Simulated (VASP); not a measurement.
Wanted: the native input for a VASP 6.6.1 run.

```yaml
Task: single point
Functional: LDA
Potentials_or_basis: VASP PAW LDA potentials, release 64 (Ca_sv)
Cutoff: 520 eV
k_mesh: 10 × 10 × 10
Occupations: fermi-dirac, width 0.2 eV
Spin: no spin polarisation
Dipole_correction: no
Further_INCAR_settings: ALGO = Normal; EDIFF = 1e-06; NBANDS = 11
```

The structure of Ca lies in POSCAR:

```
Ca
1.0
    0.0000000000      2.6714532750      2.6714532750
    2.6714532750      0.0000000000      2.6714532750
    2.6714532750      2.6714532750      0.0000000000
Ca
1
Direct
    0.0000000000      0.0000000000      0.0000000000
```

The input as run:

INCAR

```
SYSTEM = Ca
ALGO     = Normal         ! electronic algorithm
EDIFF    = 1E-6           ! SCF threshold, eV
ENCUT    = 520            ! plane-wave cutoff, eV
ISIF     = 2              ! what is computed and relaxed
ISMEAR   = -1             ! smearing method
LASPH    = .True.         ! aspherical terms in the spheres
LCHARG   = .True.         ! write CHGCAR
LELF     = .True.         ! ELF
LREAL    = .False.        ! projectors in reciprocal space
LVHAR    = .True.       
LWAVE    = .False.        ! write WAVECAR
NBANDS   = 11             ! bands
NELM     = 60             ! most SCF steps
PREC     = Accurate       ! precision mode
SIGMA    = 0.2            ! smearing width, eV
```

KPOINTS

```
k-points
0
Gamma
  10 10 10
  0 0 0
```

Potentials or basis: VASP PAW LDA potentials, release 64 (Ca_sv).

Launch:

```console
$ cat potpaw_LDA.64/Ca_sv/POTCAR > POTCAR
$ mpirun -np 1 vasp_std > vasp.out
```

It gave:

```
Pressure               : 0.1 GPa
Band gap on the k mesh : zero (band 5 reaches 2.27 eV, above the bottom of band 6 at 2.18 eV)
```

Wall time 7.5 s on 1 thread of Intel(R) Xeon(R) 6975P-C (Granite Rapids), with other jobs on the host, peak memory 0.14 GiB.
